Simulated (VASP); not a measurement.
# Nb (Im-3m) in VASP: a series of runs, part 2 of 2

VASP 6.6.1. Earlier steps stand in the parts before.

**4. Relaxation of cell and atoms, r2SCAN**

This run uses another cell than the first one, of 17.98 Å³/atom.

The input, POSCAR:

```
Nb
1.0
   -1.6503519298      1.6503519298      1.6503519298
    1.6503519298     -1.6503519298      1.6503519298
    1.6503519298      1.6503519298     -1.6503519298
Nb
1
Direct
    0.0000000000      0.0000000000      0.0000000000
```

The input, INCAR.step1:

```
SYSTEM = Nb
ALGO     = Normal         ! electronic algorithm
EDIFF    = 1E-4           ! SCF threshold, eV
ENCUT    = 600            ! plane-wave cutoff, eV
GGA      = PE             ! functional
ISMEAR   = -1             ! smearing method
LASPH    = .TRUE.         ! aspherical terms in the spheres
LCHARG   = .FALSE.        ! write CHGCAR
LREAL    = .FALSE.        ! projectors in reciprocal space
LWAVE    = .TRUE.         ! write WAVECAR
NELM     = 80             ! most SCF steps
PREC     = Accurate       ! precision mode
SIGMA    = 0.1            ! smearing width, eV
```

The input, INCAR.step2:

```
SYSTEM = Nb
ALGO     = Normal         ! electronic algorithm
EDIFF    = 1E-7           ! SCF threshold, eV
EDIFFG   = -0.005         ! ionic threshold
ENCUT    = 600            ! plane-wave cutoff, eV
IBRION   = 2              ! ionic algorithm
ISIF     = 3              ! what is computed and relaxed
ISMEAR   = -1             ! smearing method
ISTART   = 1            
LASPH    = .TRUE.         ! aspherical terms in the spheres
LCHARG   = .FALSE.        ! write CHGCAR
LMIXTAU  = .TRUE.       
LREAL    = .FALSE.        ! projectors in reciprocal space
LWAVE    = .FALSE.        ! write WAVECAR
METAGGA  = R2SCAN         ! meta-GGA
NELM     = 80             ! most SCF steps
NSW      = 60             ! ionic steps
PREC     = Accurate       ! precision mode
SIGMA    = 0.1            ! smearing width, eV
```

The input, KPOINTS:

```
k-points
0
G
  18 18 18
  0 0 0
```

Potentials or basis: VASP PAW PBE potentials, release 64 (Nb_sv).

Started as:

```bash
> cat potpaw_PBE.64/Nb_sv/POTCAR > POTCAR
> cp INCAR.step1 INCAR
> mpirun -np 1 vasp_std > vasp.out
> cp INCAR.step2 INCAR
> mpirun -np 1 vasp_std > vasp.out
```

OUTCAR:

```text
SYSTEM = Nb
   EDIFF = 1E-7
   EDIFFG = -0.005
   ENCUT = 600
   IBRION = 2
   ISIF = 3
   ISMEAR = -1
   ISTART = 1
   LASPH = .TRUE.
   LREAL = .FALSE.
   METAGGA = R2SCAN
   NELM = 80
   NSW = 60
   PREC = Accurate

 ion  position               nearest neighbor table
   1  0.000  0.000  0.000-

  LATTYP: Found a body centered cubic cell.
 ALAT       =     3.3007038596

  Lattice vectors:

 A1 = (  -1.6503519298,   1.6503519298,   1.6503519298)
 A2 = (   1.6503519298,  -1.6503519298,   1.6503519298)
 A3 = (   1.6503519298,   1.6503519298,  -1.6503519298)

Analysis of symmetry for initial positions (statically):
=====================================================================
 Subroutine PRICEL returns:
 Original cell was already a primitive cell.

 Routine SETGRP: Setting up the symmetry group for a
 body centered cubic supercell.

 Subroutine GETGRP returns: Found 48 space group operations
 (whereof 48 operations were pure point group operations)
 out of a pool of 48 trial point group operations.

The static configuration has the point symmetry O_h .

Analysis of symmetry for dynamics (positions and initial velocities):
=====================================================================
 Subroutine PRICEL returns:
 Original cell was already a primitive cell.

 Routine SETGRP: Setting up the symmetry group for a
 body centered cubic supercell.

 Subroutine GETGRP returns: Found 48 space group operations
 (whereof 48 operations were pure point group operations)
 out of a pool of 48 trial point group operations.

The dynamic configuration has the point symmetry O_h .

 Subroutine INISYM returns: Found 48 space group operations
 (whereof 48 operations are pure point group operations),
 and found     1 'primitive' translations

[... 123 lines left out ...]
 conjugate gradient relaxation of ions
 non-spin polarized calculation
  energy-cutoff  :      600.00
  volume of cell :       17.98
 maximum number of plane-waves:       611
   NGX = 11   NGY = 11   NGZ = 11

--------------------------------------- Ionic step        1  -------------------------------------------

 number of electron      13.0000000 magnetization

 Free energy of the ion-electron system (eV)
  ---------------------------------------------------
  ext. energy  EPLUGINS =         0.00000000
  ---------------------------------------------------
  free energy    TOTEN  =       -24.86542511 eV

  energy without entropy =      -24.81956822  energy(sigma->0) =      -24.84249667

------------------------ aborting loop because EDIFF is reached ----------------------------------------

  FORCE on cell =-STRESS in cart. coord.  units (eV):
  Direction    XX          YY          ZZ          XY          YZ          ZX
  --------------------------------------------------------------------------------------
  -------------------------------------------------------------------------------------
  Total        0.0596067      0.0596067      0.0596067      0.0000000     -0.0000000     -0.0000000
  in kB        5.3114816      5.3114816      5.3114816      0.0000000     -0.0000000     -0.0000000
  external PRESSURE =       5.3114816 kB  Pullay stress =       0.0000000 kB
[... 57 lines left out ...]
--------------------------------------- Ionic step        3  -------------------------------------------

 number of electron      13.0000000 magnetization

 Free energy of the ion-electron system (eV)
  ---------------------------------------------------
  ext. energy  EPLUGINS =         0.00000000
  ---------------------------------------------------
  free energy    TOTEN  =       -24.86551410 eV

  energy without entropy =      -24.81956719  energy(sigma->0) =      -24.84254065

 E-fermi :  11.1292     XC(G=0): -13.6188

 val. band max:       11.1260624092   @ k =  -0.2222   0.3333   0.1111
 cond. band min:      11.1316465967   @ k =  -0.4444   0.5000   0.1111
 fundamental gap:      0.0055841875
 Fermi energy:        11.1291582828

 k-point     1 :       0.0000    0.0000    0.0000
  band No.  band energies     occupation
      1     -45.0355      2.00000
      2     -19.5775      2.00000
      3     -19.5775      2.00000
      4     -19.5775      2.00000
      5       4.8334      2.00000
      6      11.5639      0.02554
      7      11.5639      0.02554
      8      11.5639      0.02554
      9      14.6839      0.00000
     10      14.6839      0.00000
[... 287 lines left out ...]
 k-point    24 :       0.3889    0.1111    0.0000
  band No.  band energies     occupation
      1     -44.7677      2.00000
      2     -20.9307      2.00000
      3     -20.0696      2.00000
      4     -19.6533      2.00000
      5       7.6236      2.00000
      6       9.5474      2.00000
      7      12.2058      0.00004
      8      14.5320      0.00000
      9      15.6646      0.00000
     10      18.1342      0.00000

 [... further k-points ...]

------------------------ aborting loop because EDIFF is reached ----------------------------------------

  FORCE on cell =-STRESS in cart. coord.  units (eV):
  Direction    XX          YY          ZZ          XY          YZ          ZX
  --------------------------------------------------------------------------------------
  -------------------------------------------------------------------------------------
  Total        0.0005362      0.0005362      0.0005362      0.0000000      0.0000000     -0.0000000
  in kB        0.0476339      0.0476339      0.0476339      0.0000000      0.0000000     -0.0000000
  external PRESSURE =       0.0476339 kB  Pullay stress =       0.0000000 kB
[... 16 lines left out ...]
  FREE ENERGIE OF THE ION-ELECTRON SYSTEM (eV)
  ---------------------------------------------------
  free  energy   TOTEN  =       -24.8655141021 eV

  energy  without entropy=      -24.8195671917  energy(sigma->0) =      -24.84254065

 reached required accuracy - stopping structural energy minimisation
```

OUTCAR.step1:

```text
SYSTEM = Nb
   EDIFF = 1E-4
   ENCUT = 600
   GGA = PE
   ISMEAR = -1
   LASPH = .TRUE.
   LREAL = .FALSE.
[... 527 lines left out ...]
 -----------------------------------------------------------------------------------
      0.00000      0.00000      0.00000        -0.000000      0.000000     -0.000000
 -----------------------------------------------------------------------------------
    total drift:                                0.000000      0.000000     -0.000000

  FREE ENERGIE OF THE ION-ELECTRON SYSTEM (eV)
  ---------------------------------------------------
  free  energy   TOTEN  =       -10.2407290424 eV

  energy  without entropy=      -10.1921211089  energy(sigma->0) =      -10.21642508
```

OSZICAR.step1:

```text
N       E                     dE             d eps       ncg     rms          rms(c)
DAV:   1     0.130327699562E+03    0.13033E+03   -0.81628E+03  3924   0.145E+03
DAV:   2    -0.455294462013E+01   -0.13488E+03   -0.13179E+03  4120   0.477E+02
DAV:   3    -0.103299189261E+02   -0.57770E+01   -0.54589E+01  5856   0.831E+01
DAV:   4    -0.106474430231E+02   -0.31752E+00   -0.31457E+00  5550   0.179E+01
DAV:   5    -0.106589420812E+02   -0.11499E-01   -0.11488E-01  5790   0.278E+00    0.711E+00
DAV:   6    -0.102784583849E+02    0.38048E+00   -0.76182E-01  6046   0.118E+01    0.250E+00
DAV:   7    -0.102352411634E+02    0.43217E-01   -0.23348E-01  6104   0.649E+00    0.958E-01
DAV:   8    -0.102406545731E+02   -0.54134E-02   -0.12849E-02  4480   0.176E+00    0.469E-02
DAV:   9    -0.102407083554E+02   -0.53782E-04   -0.11666E-03  6786   0.378E-01    0.477E-02
DAV:  10    -0.102407290424E+02   -0.20687E-04   -0.26897E-05  2336   0.883E-02
   1 F= -.10240729E+02 E0= -.10216425E+02  d E =-.486079E-01
```

Run time: 7.1 min. Hardware: 1 thread of Intel Xeon 8259CL, shared host; peak memory 0.18 GiB.

Results:

```
Free energy                           : -24.8655 eV
Relaxed volume                        : 18.03 Å³/atom
Relaxed cell                          : a = 2.861 Å, b = 2.861 Å, c = 2.861 Å, α = 109.47°, β = 109.47°, γ = 109.47°
Space group after relaxing (to 0.1 Å) : Im-3m (No. 229)
Energy gained by relaxing             : 0.1 meV/atom
Ionic steps                           : 3
Pressure after relaxing               : 0.0 GPa
Band gap on the k mesh                : zero (an odd number of electrons rules out a gap without spin polarisation)
```

Final structure:
```xyz
1
Lattice="-1.6520 1.6520 1.6520 1.6520 -1.6520 1.6520 1.6520 1.6520 -1.6520" Properties=species:S:1:pos:R:3 pbc="T T T"
Nb    0.0000    0.0000    0.0000
```

Caveat: the PAW data sets were made with another functional, which shifts forces and pressure a little.
